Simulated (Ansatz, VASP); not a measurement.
**Co in VASP and in Ansatz**

```xyz
2
Lattice="2.5439 0.0000 0.0000 -1.2720 2.2031 0.0000 0.0000 0.0000 4.1315" Properties=species:S:1:pos:R:3 pbc="T T T"
Co    0.0000    1.4687    1.0329
Co    1.2720    0.7344    3.0986
```

Change from the starting cell: volume scaled by 1.03, PAW files.

Alike in both runs: task electric field gradients; functional PBE; k mesh 19 × 19 × 10; occupations fermi-dirac, width 0.05 eV; collinear spin.

|  | VASP | Ansatz |
| --- | --- | --- |
| version | VASP 6.6.1 | Ansatz 0.2.0 |
| potentials or method | VASP PAW PBE potentials, release 64 (Co) | PAW with Ansatz's default frozen-core files, scalar-relativistic |
| plane-wave cutoff (eV) | 520 | 420 |
| valence electrons in the cell | 18 | 34 |

Ansatz gave:

```
pressure (GPa)                                                : -11.6
traceless stress, the component that is largest in VASP (GPa) : -0.57
net moment per atom (μB)                                      : 1.67
size of the moment on the site where the two differ most (μB) : 1.75
size of Vzz on the site where it differs most (V/Å²)          : 1.9
```

Q: What did VASP give for the same quantities?

A: Pressure (GPa): -12.0; traceless stress, the component that is largest in VASP (GPa): -0.73; net moment per atom (μB): 1.66; size of the moment on the site where the two differ most (μB): 1.69; size of Vzz on the site where it differs most (V/Å²): 1.9.

Site moments also hang on the region over which each program counts them. With one functional, cell and mesh, what is left measures potentials, basis and numerics. VASP's potentials hold 18 valence electrons a cell and Ansatz's 34, so a difference there can come from the potentials and not from the codes.
